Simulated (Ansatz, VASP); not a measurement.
Ni: VASP beside Ansatz

The input INCAR:

```
SYSTEM = Ni
  ALGO = Normal
  EDIFF = 1E-6
  ENCUT = 590
  GGA = PS
  GGA_COMPAT = .FALSE.
  ISIF = 2
  ISMEAR = -1
  ISPIN = 2
  LASPH = .TRUE.
  LCHARG = .TRUE.
  LELF = .TRUE.
  LMAXMIX = 4
  LORBIT = 11
  LREAL = .FALSE.
  LVHAR = .TRUE.
  LWAVE = .FALSE.
  MAGMOM = 1
  NBANDS = 19
  NELM = 200
  NUPDOWN = 1.0
  PREC = Accurate
  SIGMA = 0.05
```

KPOINTS

```
k-points
0
G
  11 11 11
  0 0 0
```

The input POSCAR:

```
Ni
1.0
    0.0000000000      1.7375729330      1.7375729330
    1.7375729330      0.0000000000      1.7375729330
    1.7375729330      1.7375729330      0.0000000000
Ni
1
Direct
    0.0000000000      0.0000000000      0.0000000000
```

input.yaml

```yaml
crystal:
  lattice:
    - [0.0, 1.737572933, 1.737572933]
    - [1.737572933, 0.0, 1.737572933]
    - [1.737572933, 1.737572933, 0.0]
  atoms:
    - { symbol: Ni, position: [0.0, 0.0, 0.0], spin: 1.0 }
hamiltonian:
  xc: pbesol
  pseudopotentials: { kind: paw }
magnetization:
  spin_polarized: true
  initial_magnetization: 1.0
  spin_locking: { lock_magnetization: hard }
kpoints:
  mp_grid: { grid: [11, 11, 11] }
scf:
  occupations: { method: fermi_dirac, width: 0.05 }
  lower_state_search: "off"
output:
  forces: true
  stress: true
  eigenvalues: true
```

Alike in both runs: task single point; functional PBEsol; k mesh 11 × 11 × 11; occupations fermi-dirac, width 0.05 eV; collinear spin; fixed moment 1 μB.

|  | VASP | Ansatz |
| --- | --- | --- |
| version | VASP 6.6.1 | Ansatz 0.2.0 |
| potentials or method | VASP PAW PBE potentials, release 64 (Ni_sv_GW) | Ansatz PAW |
| plane-wave cutoff (eV) | 590 | 420 |
| valence electrons in the cell | 18 | 18 |

```tsv
	VASP	Ansatz	Ansatz less VASP
pressure (GPa)	-2.8	1.3	+4.15
net moment per atom (μB)	1.00	1.00	0.000
size of the moment on the site where the two differ most (μB)	1.01	1.01	-0.001
```

VASP's potentials were made for PBE, not for PBEsol. Site moments also hang on the region over which each program counts them.
